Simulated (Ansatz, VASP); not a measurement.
# One calculation of TiPt3, two programs

Contents of INCAR:

```
SYSTEM = TiPt3
PREC     = Accurate       ! precision mode
ENCUT    = 500            ! plane-wave cutoff, eV
EDIFF    = 1E-6           ! SCF threshold, eV
ISMEAR   = -1             ! smearing method
SIGMA    = 0.05           ! smearing width, eV
LREAL    = .False.        ! projectors in reciprocal space
LASPH    = .True.         ! aspherical terms in the spheres
NELM     = 120            ! most SCF steps
ALGO     = Normal         ! electronic algorithm
ISIF     = 2              ! what is computed and relaxed
LWAVE    = .False.        ! write WAVECAR
LCHARG   = .False.        ! write CHGCAR
GGA      = PS             ! functional
NBANDS   = 29             ! bands
GGA_COMPAT= .False.
```

KPOINTS

```
Automatic mesh
0
Gamma
  9 9 9
  0 0 0
```

The input POSCAR:

```
TiPt3
1.0
    3.9228086992      0.0000000000      0.0000000000
    0.0000000000      3.9228086992      0.0000000000
    0.0000000000      0.0000000000      3.9228086992
Ti Pt
1 3
Direct
    0.0000000000      0.0000000000      0.0000000000
    0.0000000000      0.5000000000      0.5000000000
    0.5000000000      0.0000000000      0.5000000000
    0.5000000000      0.5000000000      0.0000000000
```

Input for Ansatz:

```yaml
crystal:
  lattice:
    - [3.9228086992, 0.0, 0.0]
    - [0.0, 3.9228086992, 0.0]
    - [0.0, 0.0, 3.9228086992]
  atoms:
    - { symbol: Ti, position: [0.0, 0.0, 0.0] }
    - { symbol: Pt, position: [0.0, 0.5, 0.5] }
    - { symbol: Pt, position: [0.5, 0.0, 0.5] }
    - { symbol: Pt, position: [0.5, 0.5, 0.0] }
kpoints:
  mp_grid: { grid: [9, 9, 9] }
  band_path:
    path:
      - [0.0, 0.0, 0.0]
      - [0.0, 0.5, 0.0]
      - [0.5, 0.5, 0.0]
      - [0.0, 0.0, 0.0]
      - [0.5, 0.5, 0.5]
      - [0.0, 0.5, 0.0]
      - [0.5, 0.5, 0.5]
      - [0.5, 0.5, 0.0]
    npoints: 5
scf:
  occupations: { method: fermi_dirac, width: 0.05 }
hamiltonian:
  xc: pbesol
  pseudopotentials: { kind: all_electron, lapw: { basis_error: 0.0005 } }
output:
  forces: true
  stress: true
  eigenvalues: true
```

Change from the starting cell: volume scaled by 1.02.

Alike in both runs: task single point; functional PBEsol; k mesh 9 × 9 × 9; occupations fermi-dirac, width 0.05 eV; no spin polarisation.

|  | VASP | Ansatz |
| --- | --- | --- |
| version | VASP 6.6.1 | Ansatz 0.2.0 |
| potentials or method | VASP PAW PBE potentials, release 64 (Ti_sv, Pt), cutoff 500 eV | all-electron LAPW, scalar-relativistic |

```csv
,VASP,Ansatz,Ansatz less VASP
pressure (GPa),-4.8,-4.6,+0.26
```

VASP's potentials were made for PBE, not for PBEsol. Ansatz ran all-electron here, and VASP with PAW potentials.

Neither program's run includes spin-orbit coupling.
